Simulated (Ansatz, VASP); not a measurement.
Cr: VASP beside Ansatz

```
Cr
1.0
    -1.42408    1.42408    1.42408
     1.42408   -1.42408    1.42408
     1.42408    1.42408   -1.42408
Cr
1
Direct
  0.00000 0.00000 0.00000
```

Alike in both runs: functional PBE; k mesh 26 × 26 × 26; occupations gaussian, width 0.1 eV; no spin polarisation.

Ansatz relaxed the structure, and its values are those at the end. VASP's run is a single point on that final structure, the one shown.

|  | VASP | Ansatz |
| --- | --- | --- |
| version | VASP 6.6.1 | Ansatz 0.2.0 |
| potentials or method | VASP PAW PBE potentials, release 64 (Cr_pv), cutoff 520 eV | scalar-relativistic, plane waves, PAW |
| valence electrons in the cell | 12 | 14 |

|  | VASP | Ansatz | Ansatz less VASP |
| --- | --- | --- | --- |
| gap on the k mesh at the Fermi level (eV) | none | none | - |
| pressure (GPa) | -0.3 | 0.0 | +0.29 |

A gap of «none» marks a metal or a gap that the smearing closes. VASP's potentials hold 12 valence electrons a cell and Ansatz's 14, so a difference there can come from the potentials and not from the codes.
